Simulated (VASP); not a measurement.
# CaB3Sb3 (P4/mmm) in VASP: single point with PBE

Aim: the single point of CaB3Sb3 with PBE.

All numbers are computed with VASP 6.6.1; they aren't measurements. Logs are shortened: lines on timing, memory, paths and dates and some standing lists are left out, and cuts for length are marked.

### 1 The cell of the first run

Symmetry: P4/mmm, No. 123, tetragonal system. Conventional cell: a = 4.569 Å, b = 4.569 Å, c = 3.933 Å, α = 90.00°, β = 90.00°, γ = 90.00°. Within 2.6 Å of Ca (site symmetry 4/mmm) lie 6 B at 1.97 to 2.28 Å. B (site symmetry mmm) has 4 Sb at 1.97 to 2.28 Å and 2 Ca at 2.28 Å within 2.6 Å. B (site symmetry 4/mmm) has 2 Ca at 1.97 Å and 4 Sb at 2.28 Å within 2.6 Å. Within 2.6 Å of Sb (site symmetry mmm) lie 4 B at 1.97 to 2.28 Å. Within 3.0 Å of Sb (site symmetry 4/mmm) lie 4 B at 2.28 Å.

### 2 Single point, PBE

INCAR

```
ALGO     = Normal         # electronic algorithm
EDIFF    = 1E-6           # SCF threshold, eV
ENCUT    = 520            # plane-wave cutoff, eV
GGA      = PE             # functional
ISIF     = 2              # what is computed and relaxed
ISMEAR   = 0              # smearing method
LASPH    = True           # aspherical terms in the spheres
LCHARG   = False          # write CHGCAR
LREAL    = False          # projectors in reciprocal space
LWAVE    = False          # write WAVECAR
NBANDS   = 26             # bands
NELM     = 60             # most SCF steps
PREC     = Accurate       # precision mode
SIGMA    = 0.1            # smearing width, eV
```

KPOINTS

```
k-points
0
Gamma
  4 4 4
```

POSCAR

```
CaB3Sb3
1.0
    4.5692036700      0.0000000000      0.0000000000
    0.0000000000      4.5692036700      0.0000000000
    0.0000000000      0.0000000000      3.9332645000
Ca B Sb
1 3 3
Direct
    0.0000000000      0.0000000000      0.5000000000
    0.0000000000      0.5000000000      0.5000000000
    0.5000000000      0.0000000000      0.5000000000
    0.0000000000      0.0000000000      0.0000000000
    0.0000000000      0.5000000000      0.0000000000
    0.5000000000      0.0000000000      0.0000000000
    0.5000000000      0.5000000000      0.5000000000
```

Potentials or basis: VASP PAW PBE potentials, release 64 (Ca_sv, B, Sb).

Launch:

```
> cat potpaw_PBE.64/Ca_sv/POTCAR potpaw_PBE.64/B/POTCAR potpaw_PBE.64/Sb/POTCAR > POTCAR
> mpirun -np 1 vasp_std > vasp.out
```

OUTCAR:

```text
EDIFF = 1E-6
   ENCUT = 520
   GGA = PE
   ISIF = 2
   ISMEAR = 0
   LASPH = True
   LREAL = False
   NELM = 60
   PREC = Accurate

 ion  position               nearest neighbor table
   1  0.000  0.000  0.500-   4 1.97   4 1.97   2 2.28   3 2.28   2 2.28   3 2.28   5 3.01   6 3.01
                             6 3.01   5 3.01   5 3.01   5 3.01   6 3.01   6 3.01   7 3.23   7 3.23
   2  0.000  0.500  0.500-   5 1.97   5 1.97   7 2.28   1 2.28   1 2.28   7 2.28
   3  0.500  0.000  0.500-   6 1.97   6 1.97   7 2.28   1 2.28   7 2.28   1 2.28
   4  0.000  0.000  0.000-   1 1.97   1 1.97   6 2.28   5 2.28   5 2.28   6 2.28
   5  0.000  0.500  0.000-   2 1.97   2 1.97   4 2.28   4 2.28   1 3.01   1 3.01   7 3.01   1 3.01
                             7 3.01   1 3.01   7 3.01   7 3.01   6 3.23   6 3.23   6 3.23   6 3.23
   6  0.500  0.000  0.000-   3 1.97   3 1.97   4 2.28   4 2.28   1 3.01   1 3.01   7 3.01   7 3.01
                             7 3.01   1 3.01   7 3.01   1 3.01   5 3.23   5 3.23   5 3.23   5 3.23
   7  0.500  0.500  0.500-   2 2.28   3 2.28   3 2.28   2 2.28   5 3.01   6 3.01   5 3.01   6 3.01
                             6 3.01   6 3.01   5 3.01   5 3.01   1 3.23   1 3.23   1 3.23   1 3.23

  LATTYP: Found a simple tetragonal cell.
 ALAT       =     4.5692036700
 C/A-ratio  =     0.8608205683

  Lattice vectors:

 A1 = (   4.5692036700,   0.0000000000,   0.0000000000)
 A2 = (   0.0000000000,   4.5692036700,   0.0000000000)
 A3 = (   0.0000000000,   0.0000000000,   3.9332645000)

Analysis of symmetry for initial positions (statically):
=====================================================================
 Subroutine PRICEL returns:
 Original cell was already a primitive cell.

 Routine SETGRP: Setting up the symmetry group for a
 simple tetragonal supercell.

 Subroutine GETGRP returns: Found 16 space group operations
 (whereof 16 operations were pure point group operations)
 out of a pool of 16 trial point group operations.

The static configuration has the point symmetry D_4h.

Analysis of symmetry for dynamics (positions and initial velocities):
=====================================================================
 Subroutine PRICEL returns:
 Original cell was already a primitive cell.

 Routine SETGRP: Setting up the symmetry group for a
 simple tetragonal supercell.

 Subroutine GETGRP returns: Found 16 space group operations
 (whereof 16 operations were pure point group operations)
 out of a pool of 16 trial point group operations.

The dynamic configuration has the point symmetry D_4h.

 Subroutine INISYM returns: Found 16 space group operations
 (whereof 16 operations are pure point group operations),
 and found     1 'primitive' translations

----------------------------------------------------------------------------------------

                                     Primitive cell

  volume of cell :      82.1172

  direct lattice vectors                    reciprocal lattice vectors
     4.569203670  0.000000000  0.000000000     0.218856517  0.000000000  0.000000000
     0.000000000  4.569203670  0.000000000     0.000000000  0.218856517  0.000000000
     0.000000000  0.000000000  3.933264500     0.000000000  0.000000000  0.254241737

  length of vectors
     4.569203670  4.569203670  3.933264500     0.218856517  0.218856517  0.254241737

  position of ions in fractional coordinates (direct lattice)
     0.000000000  0.000000000  0.500000000
     0.000000000  0.500000000  0.500000000
     0.500000000  0.000000000  0.500000000
     0.000000000  0.000000000  0.000000000
     0.000000000  0.500000000  0.000000000
     0.500000000  0.000000000  0.000000000
     0.500000000  0.500000000  0.500000000

  ion indices of the primitive-cell ions
   primitive index   ion index
                 1           1
                 2           2
                 3           3
                 4           4
                 5           5
                 6           6
                 7           7

----------------------------------------------------------------------------------------

 KPOINTS: k-points

Automatic generation of k-mesh.
 Grid dimensions read from file:
 generate k-points for:    4    4    4

 Generating k-lattice:

  Cartesian coordinates                     Fractional coordinates (reciprocal lattice)
     0.054714129  0.000000000  0.000000000     0.250000000  0.000000000  0.000000000
     0.000000000  0.054714129  0.000000000     0.000000000  0.250000000  0.000000000
     0.000000000  0.000000000  0.063560434     0.000000000  0.000000000  0.250000000

  Length of vectors
     0.054714129  0.054714129  0.063560434

  Shift w.r.t. Gamma in fractional coordinates (k-lattice)
     0.000000000  0.000000000  0.000000000

 Subroutine IBZKPT returns following result:
 ===========================================

 Found     18 irreducible k-points:

 Following reciprocal coordinates:
            Coordinates               Weight
  0.000000  0.000000  0.000000      1.000000
  0.250000  0.000000  0.000000      4.000000
  0.500000  0.000000  0.000000      2.000000
  0.250000  0.250000  0.000000      4.000000
  0.500000  0.250000  0.000000      4.000000
  0.500000  0.500000  0.000000      1.000000
[... 10 lines left out ...]
  0.500000  0.250000  0.500000      4.000000
  0.500000  0.500000  0.500000      1.000000
   k-points           NKPTS =     18   k-points in BZ     NKDIM =     18   number of bands    NBANDS=     26
   number of dos      NEDOS =    301   number of ions     NIONS =      7
   total plane-waves  NPLWV =  38880
   dimension x,y,z NGX =    36 NGY =   36 NGZ =   30
   dimension x,y,z NGXF=    72 NGYF=   72 NGZF=   60
   ions per type =               1   3   3
   NGX,Y,Z   is equivalent  to a cutoff of  13.10, 13.10, 12.68 a.u.
   NGXF,Y,Z  is equivalent  to a cutoff of  26.20, 26.20, 25.36 a.u.
 SYSTEM =  unknown system
   PREC   = accura    normal or accurate (medium, high low for compatibility)
   ISTART =      0    job   : 0-new  1-cont  2-samecut
   ICHARG =      2    charge: 1-file 2-atom 10-const
   ISPIN  =      1    spin polarized calculation?
   LNONCOLLINEAR =      F non collinear calculations
   LSORBIT =      F    spin-orbit coupling
   LASPH  =      T    aspherical Exc in radial PAW
   ENCUT  =  520.0 eV  38.22 Ry    6.18 a.u.   8.50  8.50  7.31*2*pi/ulx,y,z
   NELM   =     60;   NELMIN=  2; NELMDL= -5     # of ELM steps
   EDIFF  = 0.1E-05   stopping-criterion for ELM
   LREAL  =      F    real-space projection
   EDIFFG = 0.1E-04   stopping-criterion for IOM
   NSW    =      0    number of steps for IOM
   IBRION =     -1    ionic relax: 0-MD 1-quasi-New 2-CG
   NFREE  =      0    steps in history (QN), initial steepest desc. (CG)
   ISIF   =      2    stress and relaxation
   ISYM   =      2    0-nonsym 1-usesym 2-fastsym
   POTIM  = 0.5000    time-step for ionic-motion
   TEBEG  =    0.0;   TEEND  =   0.0 temperature during run
   PSTRESS=    0.0 pullay stress
   NELECT =      34.0000    total number of electrons
   NUPDOWN=      -1.0000    fix difference up-down
   EMIN   =  10.00;   EMAX   =-10.00  energy-range for DOS
   EFERMI =   0.00;   METHOD = LEGACY
   ISMEAR =     0;   SIGMA  =   0.10  broadening in eV -4-tet -1-fermi 0-gaus
   EFERMI_NEDOS =   21; number of points for ismear=-14 and -15
   IALGO  =     38    algorithm
   IMIX   =      4    mixing-type and parameters
     AMIX     =   0.40;   BMIX     =  1.00
     AMIX_MAG =   1.60;   BMIX_MAG =  1.00
  volume/ion in A,a.u.               =      11.73        79.16
  Fermi-wavevector in a.u.,A,eV,Ry     =   1.220178  2.305801 20.256810  1.488834
  Thomas-Fermi vector in A             =   2.355404
   LORBIT       =      0    0 simple, 1 ext, 2 COOP (PROOUT), +10 PAW based schemes
   GGA     = PE    functional components
   LHFCALC =     F    Hartree Fock is set to
   AEXX    =    0.0000 exact exchange contribution
   IVDW    =     0    specifies the selected vdW correction
   LEPSILON=     F    determine dielectric tensor
   LRPA    =     F    only Hartree local field effects (RPA)
 non-spin polarized calculation
 Gauss-broadening in eV      SIGMA  =   0.10
  energy-cutoff  :      520.00
  volume of cell :       82.12
 maximum number of plane-waves:      2231
 NGX is ok and might be reduce to    36
   NGX = 17   NGY = 17   NGZ = 15

 number of electron      34.0000001 magnetization

 Free energy of the ion-electron system (eV)
  ---------------------------------------------------
  ext. energy  EPLUGINS =         0.00000000
  ---------------------------------------------------
  free energy    TOTEN  =       -16.78089115 eV

  energy without entropy =      -16.76713046  energy(sigma->0) =      -16.77401080

 E-fermi :  13.0688     XC(G=0): -12.4120

 val. band max:       13.0622032827   @ k =   0.5000   0.5000   0.5000
 cond. band min:      13.1014255387   @ k =   0.5000   0.0000   0.2500
 fundamental gap:      0.0392222560
 Fermi energy:        13.0688316770

 k-point     1 :       0.0000    0.0000    0.0000
  band No.  band energies     occupation
      1     -25.9518      2.00000
      2      -8.1392      2.00000
      3      -7.4006      2.00000
      4      -7.4006      2.00000
      5      -3.4657      2.00000
      6       1.3605      2.00000
[... 18 lines left out ...]
     25      16.5670      0.00000
     26      20.4360      0.00000

 k-point     2 :       0.2500    0.0000    0.0000
  band No.  band energies     occupation
      1     -25.9513      2.00000
      2      -8.1283      2.00000
      3      -7.5054      2.00000
      4      -7.3901      2.00000
      5      -2.9182      2.00000
      6       0.3406      2.00000
[... 18 lines left out ...]
     25      16.7973      0.00000
     26      19.4081      0.00000

 k-point     3 :       0.5000    0.0000    0.0000
  band No.  band energies     occupation
      1     -25.9507      2.00000
      2      -8.1173      2.00000
      3      -7.6006      2.00000
      4      -7.3795      2.00000
      5      -1.6196      2.00000
      6      -1.3921      2.00000
[... 18 lines left out ...]
     25      17.7500      0.00000
     26      17.9050      0.00000

 k-point     4 :       0.2500    0.2500    0.0000
  band No.  band energies     occupation
      1     -25.9507      2.00000
      2      -8.1177      2.00000
      3      -7.4987      2.00000
      4      -7.4719      2.00000
      5      -2.4166      2.00000
      6       0.3349      2.00000
[... 18 lines left out ...]
     25      17.2940      0.00000
     26      20.0351      0.00000
[... 322 lines left out ...]
      1     -25.9469      2.00000
      2      -8.3723      2.00000
      3      -7.3860      2.00000
      4      -7.3748      2.00000
      5      -0.4643      2.00000
      6       0.1194      2.00000
[... 18 lines left out ...]
     25      19.6056      0.00000
     26      20.1570      0.00000

 k-point    17 :       0.5000    0.2500    0.5000
  band No.  band energies     occupation
      1     -25.9459      2.00000
      2      -8.3482      2.00000
      3      -7.4435      2.00000
      4      -7.3689      2.00000
      5       0.1007      2.00000
      6       0.5265      2.00000
[... 18 lines left out ...]
     25      19.4266      0.00000
     26      19.4652      0.00000

 k-point    18 :       0.5000    0.5000    0.5000
  band No.  band energies     occupation
      1     -25.9449      2.00000
      2      -8.3269      2.00000
      3      -7.4285      2.00000
      4      -7.4285      2.00000
      5       0.4740      2.00000
      6       0.4740      2.00000
[... 18 lines left out ...]
     25      17.6893      0.00000
     26      17.8277      0.00000

------------------------ aborting loop because EDIFF is reached ----------------------------------------

  FORCE on cell =-STRESS in cart. coord.  units (eV):
  Direction    XX          YY          ZZ          XY          YZ          ZX
  --------------------------------------------------------------------------------------
  -------------------------------------------------------------------------------------
  Total       40.4110486     40.4110486     64.0559219      0.0000000     -0.0000000      0.0000000
  in kB      788.4542816    788.4542816   1249.7860771      0.0000000     -0.0000000      0.0000000
  external PRESSURE =     942.2315467 kB  Pullay stress =       0.0000000 kB

 VOLUME and BASIS-vectors are now :
 -----------------------------------------------------------------------------
  energy-cutoff  :      520.00
  volume of cell :       82.12
      direct lattice vectors                 reciprocal lattice vectors
     4.569203670  0.000000000  0.000000000     0.218856517  0.000000000  0.000000000
     0.000000000  4.569203670  0.000000000     0.000000000  0.218856517  0.000000000
     0.000000000  0.000000000  3.933264500     0.000000000  0.000000000  0.254241737

 POSITION                                       TOTAL-FORCE (eV/Angst)
 -----------------------------------------------------------------------------------
      0.00000      0.00000      1.96663         0.000000      0.000000      0.000000
      0.00000      2.28460      1.96663         0.000000      0.000000      0.000000
      2.28460      0.00000      1.96663         0.000000      0.000000      0.000000
      0.00000      0.00000      0.00000         0.000000      0.000000      0.000000
      0.00000      2.28460      0.00000         0.000000      0.000000      0.000000
      2.28460      0.00000      0.00000         0.000000      0.000000      0.000000
      2.28460      2.28460      1.96663         0.000000      0.000000      0.000000
 -----------------------------------------------------------------------------------
    total drift:                               -0.000000     -0.000000      0.000000

  FREE ENERGIE OF THE ION-ELECTRON SYSTEM (eV)
  ---------------------------------------------------
  free  energy   TOTEN  =       -16.7808911453 eV

  energy  without entropy=      -16.7671304601  energy(sigma->0) =      -16.77401080
```

Wall time 19 s (1 thread of Intel Xeon 6975P-C (Granite Rapids), shared host); peak memory 0.2 GiB.

What came out:

- Free energy: -16.7809 eV
- Pressure: 94.2 GPa
- Band gap on the k mesh: zero (band 17 reaches 13.74 eV, above the bottom of band 18 at 12.62 eV)

Levels at points of the mesh, in eV from the Fermi level:
```tsv
k point	band 14	band 15	band 16	band 17	band 18	band 19	band 20	band 21
(0.00, 0.00, 0.00)	-3.59	-1.97	-0.09	0.54	0.54	0.82	1.50	1.72
(0.50, 0.00, 0.00)	-3.99	-0.66	0.08	0.67	1.06	1.14	2.03	2.77
(0.50, 0.50, 0.00)	-2.88	-2.23	-1.85	-1.67	1.85	1.99	2.45	2.45
(0.00, 0.00, 0.50)	-4.20	-1.82	-1.01	-1.01	-0.18	0.59	0.59	1.79
(0.50, 0.00, 0.50)	-3.25	-2.85	-1.88	-0.62	-0.45	2.69	3.18	4.09
(0.50, 0.50, 0.50)	-1.45	-0.01	-0.01	0.05	1.93	2.46	2.78	2.78
```

Caveat: the k points lie up to 0.40 Å⁻¹ apart; spin-orbit coupling is left out, which moves the levels of the heavy elements.
